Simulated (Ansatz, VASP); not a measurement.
# Te4W in VASP and in Ansatz

```
Te W
1.0
     5.29396    0.00000    0.00000
     0.00000    5.29396    0.00000
     0.00000    0.00000    5.29396
Te W
4 1
Direct
  0.00000 0.00000 0.00000
  0.50000 0.50000 0.00000
  0.50000 0.00000 0.50000
  0.00000 0.50000 0.50000
  0.50000 0.50000 0.50000
```

Change from the starting cell: species swapped into the Ni4N type (Pm-3m, No. 221).

Alike in both runs: functional PBE; k mesh 8 × 8 × 8; occupations gaussian, width 0.1 eV; no spin polarisation.

Ansatz relaxed the structure, and its values are those at the end. VASP's run is a single point on that final structure, the one shown.

```csv
,VASP,Ansatz
version,VASP 6.6.1,Ansatz 0.2.0
potentials or method,"VASP PAW PBE potentials, release 64 (Te, W_sv), cutoff 520 eV","scalar-relativistic, plane waves, PAW"
valence electrons in the cell,38,78
```

Ansatz gave:

```
gap on the k mesh at the Fermi level (eV) : none
pressure (GPa)                            : 0.0
```

Q: Which values does VASP return?

A: gap on the k mesh at the Fermi level (eV): none; pressure (GPa): -0.1.

A gap of «none» marks a metal or a gap that the smearing closes. With one functional, cell and mesh, what is left measures potentials, basis and numerics. VASP's potentials hold 38 valence electrons a cell and Ansatz's 78, so a difference there can come from the potentials and not from the codes.

Neither program's run includes spin-orbit coupling.
